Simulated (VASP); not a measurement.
# H2 in VASP: further runs

The runs below take H2 through single point, relaxation of the atoms, with PBEsol.

Program: VASP 6.6.1. These are calculated values, not measurements. Logs are shortened: lines on timing, memory, paths and dates and some standing lists are left out, and cuts for length are marked.

## Step 1: The cell of the first run

The cell holds a molecule in a box, 2 atoms: a = 9.000 Å, b = 9.500 Å, c = 10.000 Å, α = 90.00°, β = 90.00°, γ = 90.00°.

## Step 2: Single point, PBEsol

Input file INCAR:

```
PREC = Accurate
ENCUT = 520
EDIFF = 1E-7
ISMEAR = -1
SIGMA = 0.02
LREAL = False
LASPH = True
NELM = 60
ALGO = Normal
ISIF = 2
LWAVE = False
LCHARG = True
GGA = PS
LELF = True
LVHAR = True
NBANDS = 8
```

Input file KPOINTS:

```
regular mesh
0
Gamma
  1 1 1
```

Input file POSCAR:

```
H
1.0
    9.0000000000      0.0000000000      0.0000000000
    0.0000000000      9.5000000000      0.0000000000
    0.0000000000      0.0000000000     10.0000000000
H
2
Direct
    0.5000000000      0.5000000000      0.4620895668
    0.5000000000      0.5000000000      0.5379104332
```

Potentials or basis: VASP PAW PBE potentials, release 64 (H).

Started as:

```bash
> cat potpaw_PBE.64/H/POTCAR > POTCAR
> mpirun -np 1 vasp_gam > vasp.out
```

OUTCAR:

```text
PREC = Accurate
   ENCUT = 520
   EDIFF = 1E-7
   ISMEAR = -1
   LREAL = False
   LASPH = True
   NELM = 60
   ISIF = 2
   GGA = PS

 ion  position               nearest neighbor table
   1  0.500  0.500  0.462-   2 0.76
   2  0.500  0.500  0.538-   1 0.76

  LATTYP: Found a simple orthorhombic cell.
 ALAT       =     9.0000000000
 B/A-ratio  =     1.0555555556
 C/A-ratio  =     1.1111111111

  Lattice vectors:

 A1 = (   9.0000000000,   0.0000000000,   0.0000000000)
 A2 = (   0.0000000000,   9.5000000000,   0.0000000000)
 A3 = (   0.0000000000,   0.0000000000,  10.0000000000)

Analysis of symmetry for initial positions (statically):
=====================================================================
 Subroutine PRICEL returns:
 Original cell was already a primitive cell.

 Routine SETGRP: Setting up the symmetry group for a
 simple orthorhombic supercell.

 Subroutine GETGRP returns: Found  8 space group operations
 (whereof  8 operations were pure point group operations)
 out of a pool of  8 trial point group operations.

The static configuration has the point symmetry D_2h.

Analysis of symmetry for dynamics (positions and initial velocities):
=====================================================================
 Subroutine PRICEL returns:
 Original cell was already a primitive cell.

 Routine SETGRP: Setting up the symmetry group for a
 simple orthorhombic supercell.

 Subroutine GETGRP returns: Found  8 space group operations
 (whereof  8 operations were pure point group operations)
 out of a pool of  8 trial point group operations.

The dynamic configuration has the point symmetry D_2h.

 Subroutine INISYM returns: Found  8 space group operations
 (whereof  8 operations are pure point group operations),
 and found     1 'primitive' translations

----------------------------------------------------------------------------------------

                                     Primitive cell

  volume of cell :     855.0000

  direct lattice vectors                    reciprocal lattice vectors
     9.000000000  0.000000000  0.000000000     0.111111111  0.000000000  0.000000000
[... 53 lines left out ...]
   PREC   = accura    normal or accurate (medium, high low for compatibility)
   ISTART =      0    job   : 0-new  1-cont  2-samecut
   ICHARG =      2    charge: 1-file 2-atom 10-const
   ISPIN  =      1    spin polarized calculation?
   LNONCOLLINEAR =      F non collinear calculations
   LSORBIT =      F    spin-orbit coupling
   LASPH  =      T    aspherical Exc in radial PAW
   ENCUT  =  520.0 eV  38.22 Ry    6.18 a.u.  16.73 17.66 18.59*2*pi/ulx,y,z
   NELM   =     60;   NELMIN=  2; NELMDL= -5     # of ELM steps
   EDIFF  = 0.1E-06   stopping-criterion for ELM
   LREAL  =      F    real-space projection
   EDIFFG = 0.1E-05   stopping-criterion for IOM
   NSW    =      0    number of steps for IOM
   IBRION =     -1    ionic relax: 0-MD 1-quasi-New 2-CG
   NFREE  =      0    steps in history (QN), initial steepest desc. (CG)
   ISIF   =      2    stress and relaxation
   ISYM   =      2    0-nonsym 1-usesym 2-fastsym
   POTIM  = 0.5000    time-step for ionic-motion
   TEBEG  =    0.0;   TEEND  =   0.0 temperature during run
   PSTRESS=    0.0 pullay stress
   NELECT =       2.0000    total number of electrons
   NUPDOWN=      -1.0000    fix difference up-down
   EMIN   =  10.00;   EMAX   =-10.00  energy-range for DOS
   EFERMI =   0.00;   METHOD = LEGACY
   ISMEAR =    -1;   SIGMA  =   0.02  broadening in eV -4-tet -1-fermi 0-gaus
   EFERMI_NEDOS =   21; number of points for ismear=-14 and -15
   IALGO  =     38    algorithm
   IMIX   =      4    mixing-type and parameters
     AMIX     =   0.40;   BMIX     =  1.00
     AMIX_MAG =   1.60;   BMIX_MAG =  1.00
  volume/ion in A,a.u.               =     427.50      2884.91
  Fermi-wavevector in a.u.,A,eV,Ry     =   0.217318  0.410672  0.642565  0.047227
  Thomas-Fermi vector in A             =   0.994036
   LORBIT       =      0    0 simple, 1 ext, 2 COOP (PROOUT), +10 PAW based schemes
   GGA     = PS    functional components
   LHFCALC =     F    Hartree Fock is set to
   AEXX    =    0.0000 exact exchange contribution
   IVDW    =     0    specifies the selected vdW correction
   LEPSILON=     F    determine dielectric tensor
   LRPA    =     F    only Hartree local field effects (RPA)
 non-spin polarized calculation
  energy-cutoff  :      520.00
  volume of cell :      855.00
 maximum number of plane-waves:     11510
 NGX is ok and might be reduce to    70
   NGX = 33   NGY = 35   NGZ = 37

 number of electron       2.0000001 magnetization

 Free energy of the ion-electron system (eV)
  ---------------------------------------------------
  ext. energy  EPLUGINS =         0.00000000
  ---------------------------------------------------
  free energy    TOTEN  =        -6.51345500 eV

  energy without entropy =       -6.51345500  energy(sigma->0) =       -6.51345500

 E-fermi :  -9.6123     XC(G=0):  -0.4248

 val. band max:      -10.1052792771   @ k =   0.0000   0.0000   0.0000
 cond. band min:      -0.1664255060   @ k =   0.0000   0.0000   0.0000
 fundamental gap:      9.9388537711
 Fermi energy:        -9.6123140083

 k-point     1 :       0.0000    0.0000    0.0000
  band No.  band energies     occupation
      1     -10.1053      2.00000
      2      -0.1664      0.00000
      3       0.4239      0.00000
      4       1.0738      0.00000
      5       1.2074      0.00000
      6       1.3755      0.00000
      7       1.5356      0.00000
      8       1.7249      0.00000

------------------------ aborting loop because EDIFF is reached ----------------------------------------

  FORCE on cell =-STRESS in cart. coord.  units (eV):
  Direction    XX          YY          ZZ          XY          YZ          ZX
  --------------------------------------------------------------------------------------
  -------------------------------------------------------------------------------------
  Total       -0.0257320     -0.0250026     -0.0271324      0.0000000      0.0000000      0.0000000
  in kB       -0.0482190     -0.0468521     -0.0508432      0.0000000      0.0000000      0.0000000
  external PRESSURE =      -0.0486381 kB  Pullay stress =       0.0000000 kB

 VOLUME and BASIS-vectors are now :
 -----------------------------------------------------------------------------
  energy-cutoff  :      520.00
  volume of cell :      855.00
      direct lattice vectors                 reciprocal lattice vectors
     9.000000000  0.000000000  0.000000000     0.111111111  0.000000000  0.000000000
     0.000000000  9.500000000  0.000000000     0.000000000  0.105263158  0.000000000
     0.000000000  0.000000000 10.000000000     0.000000000  0.000000000  0.100000000

 POSITION                                       TOTAL-FORCE (eV/Angst)
 -----------------------------------------------------------------------------------
      4.50000      4.75000      4.62090         0.000000      0.000000     -0.005289
      4.50000      4.75000      5.37910         0.000000      0.000000      0.005289
 -----------------------------------------------------------------------------------
    total drift:                                0.000000      0.000000      0.000000

  FREE ENERGIE OF THE ION-ELECTRON SYSTEM (eV)
  ---------------------------------------------------
  free  energy   TOTEN  =        -6.5134550023 eV

  energy  without entropy=       -6.5134550023  energy(sigma->0) =       -6.51345500
```

OSZICAR:

```text
N       E                     dE             d eps       ncg     rms          rms(c)
DAV:   1     0.329107285205E+00    0.32911E+00   -0.46519E+02    16   0.117E+02
DAV:   2    -0.679140577057E+01   -0.71205E+01   -0.71205E+01    16   0.309E+01
DAV:   3    -0.713836520095E+01   -0.34696E+00   -0.34696E+00    24   0.850E+00
[... 13 lines left out ...]
DAV:  17    -0.651345380393E+01   -0.11182E-05   -0.11474E-07    16   0.866E-04    0.198E-04
DAV:  18    -0.651345465353E+01   -0.84960E-06   -0.44726E-08    16   0.559E-04    0.442E-04
DAV:  19    -0.651345482293E+01   -0.16939E-06   -0.16373E-08    16   0.321E-04    0.157E-05
DAV:  20    -0.651345497441E+01   -0.15149E-06   -0.24178E-09    16   0.134E-04    0.173E-05
DAV:  21    -0.651345500235E+01   -0.27932E-07   -0.53120E-10    16   0.633E-05
   1 F= -.65134550E+01 E0= -.65134550E+01  d E =-.202541E-10
```

Wall time 46 s (1 thread of Intel Xeon Platinum 8488C (Sapphire Rapids), shared host); peak memory 0.68 GiB.

What came out:

```
Free energy                     : -6.5135 eV
Largest force                   : 0.005 eV/Å
Gap between the frontier levels : 9.94 eV
```

Forces in eV/Å, atoms in the order of the input:
```
H    0.000  0.000 -0.005
H    0.000  0.000  0.005
```

Levels at points of the mesh, in eV from the valence-band top:
| k point | band 1 | band 2 | band 3 | band 4 | band 5 |
| --- | --- | --- | --- | --- | --- |
| (0.00, 0.00, 0.00) | 0.00 | 9.94 | 10.53 | 11.18 | 11.31 |

Caveat: the PAW data sets were made with another functional, which shifts forces and pressure a little.

## Step 3: Relaxation of the atoms, PBEsol

Input file INCAR:

```
SYSTEM = H
PREC = Accurate
ENCUT = 520
EDIFF = 1E-6
ISMEAR = -1
SIGMA = 0.02
LREAL = .FALSE.
LASPH = .TRUE.
NELM = 100
ALGO = Normal
ISIF = 2
LWAVE = .FALSE.
LCHARG = .FALSE.
GGA = PS
IBRION = 2
NSW = 80
EDIFFG = -0.01
```

Input file KPOINTS:

```
Automatic mesh
0
G
  1 1 1
  0 0 0
```

Input file POSCAR:

```
H
1.0
    9.0000000000      0.0000000000      0.0000000000
    0.0000000000      9.5000000000      0.0000000000
    0.0000000000      0.0000000000     10.0000000000
H
2
Direct
    0.5000000000      0.5000000000      0.4625000000
    0.5000000000      0.5000000000      0.5375000000
```

Potentials or basis: VASP PAW PBE potentials, release 64 (H).

Started as:

```bash
> cat potpaw_PBE.64/H/POTCAR > POTCAR
> mpirun -np 1 vasp_gam > vasp.out
```

OUTCAR:

```text
SYSTEM = H
   PREC = Accurate
   ENCUT = 520
   EDIFF = 1E-6
   ISMEAR = -1
   LREAL = .FALSE.
   LASPH = .TRUE.
   NELM = 100
   ISIF = 2
   GGA = PS
   IBRION = 2
   NSW = 80
   EDIFFG = -0.01

 ion  position               nearest neighbor table
   1  0.500  0.500  0.462-   2 0.75
   2  0.500  0.500  0.538-   1 0.75

  LATTYP: Found a simple orthorhombic cell.
 ALAT       =     9.0000000000
 B/A-ratio  =     1.0555555556
 C/A-ratio  =     1.1111111111

  Lattice vectors:

 A1 = (   9.0000000000,   0.0000000000,   0.0000000000)
 A2 = (   0.0000000000,   9.5000000000,   0.0000000000)
 A3 = (   0.0000000000,   0.0000000000,  10.0000000000)

Analysis of symmetry for initial positions (statically):
=====================================================================
 Subroutine PRICEL returns:
 Original cell was already a primitive cell.

 Routine SETGRP: Setting up the symmetry group for a
 simple orthorhombic supercell.

 Subroutine GETGRP returns: Found  8 space group operations
 (whereof  8 operations were pure point group operations)
 out of a pool of  8 trial point group operations.
[... 123 lines left out ...]
 non-spin polarized calculation
  energy-cutoff  :      520.00
  volume of cell :      855.00
 maximum number of plane-waves:     11510
 NGX is ok and might be reduce to    70
   NGX = 33   NGY = 35   NGZ = 37

--------------------------------------- Ionic step        1  -------------------------------------------

 number of electron       2.0000001 magnetization

 Free energy of the ion-electron system (eV)
  ---------------------------------------------------
  ext. energy  EPLUGINS =         0.00000000
  ---------------------------------------------------
  free energy    TOTEN  =        -6.51226739 eV

  energy without entropy =       -6.51226739  energy(sigma->0) =       -6.51226739

------------------------ aborting loop because EDIFF is reached ----------------------------------------

  FORCE on cell =-STRESS in cart. coord.  units (eV):
  Direction    XX          YY          ZZ          XY          YZ          ZX
  --------------------------------------------------------------------------------------
  -------------------------------------------------------------------------------------
  Total       -0.0260191     -0.0253032      0.1827484      0.0000000      0.0000000      0.0000000
  in kB       -0.0487570     -0.0474155      0.3424506      0.0000000      0.0000000      0.0000000
  external PRESSURE =       0.0820927 kB  Pullay stress =       0.0000000 kB
[... 59 lines left out ...]
--------------------------------------- Ionic step        3  -------------------------------------------

 number of electron       2.0000001 magnetization

 Free energy of the ion-electron system (eV)
  ---------------------------------------------------
  ext. energy  EPLUGINS =         0.00000000
  ---------------------------------------------------
  free energy    TOTEN  =        -6.51345477 eV

  energy without entropy =       -6.51345477  energy(sigma->0) =       -6.51345477

 E-fermi :  -9.5916     XC(G=0):  -0.4289

 val. band max:      -10.1044625951   @ k =   0.0000   0.0000   0.0000
 cond. band min:      -0.1680572958   @ k =   0.0000   0.0000   0.0000
 fundamental gap:      9.9364052993
 Fermi energy:        -9.5916178732

 k-point     1 :       0.0000    0.0000    0.0000
  band No.  band energies     occupation
      1     -10.1045      2.00000
      2      -0.1681      0.00000
      3       0.4247      0.00000
      4       1.0749      0.00000
      5       1.2078      0.00000
[... 27 lines left out ...]
  FREE ENERGIE OF THE ION-ELECTRON SYSTEM (eV)
  ---------------------------------------------------
  free  energy   TOTEN  =        -6.5134547678 eV

  energy  without entropy=       -6.5134547678  energy(sigma->0) =       -6.51345477

 reached required accuracy - stopping structural energy minimisation
```

CONTCAR:

```text
H
   1.00000000000000
     9.0000000000000000    0.0000000000000000    0.0000000000000000
     0.0000000000000000    9.5000000000000000    0.0000000000000000
     0.0000000000000000    0.0000000000000000   10.0000000000000000
  H
     2
Direct
     0.5000000000000000    0.5000000000000000    0.4620812258531067
     0.5000000000000000    0.5000000000000000    0.5379187741468933

  0.00000000E+00  0.00000000E+00  0.00000000E+00
  0.00000000E+00  0.00000000E+00  0.00000000E+00
```

It took 71 s on 1 thread of Intel Xeon Platinum 8488C (Sapphire Rapids), shared host; peak memory 0.76 GiB.

What came out:

| Quantity | Value |
| --- | --- |
| Free energy | -6.5135 eV |
| Energy gained by relaxing | 0.6 meV/atom |
| Ionic steps | 3 |
| Gap between the frontier levels | 9.94 eV |

The path:
| step | energy change (eV) | largest force (eV/Å) | pressure (GPa) |
| --- | --- | --- | --- |
| 1 | 0.0000 | 0.2863 | 0.01 |
| 2 | 0.0047 | 0.6032 | -0.03 |
| 3 | -0.0012 | 0.0003 | -0.01 |

Final structure:
```
CELL_PARAMETERS angstrom
9.00000 0.00000 0.00000
0.00000 9.50000 0.00000
0.00000 0.00000 10.00000
ATOMIC_POSITIONS crystal
H 0.50000 0.50000 0.46208
H 0.50000 0.50000 0.53792
```

Caveat: the PAW data sets were made with another functional, which shifts forces and pressure a little.
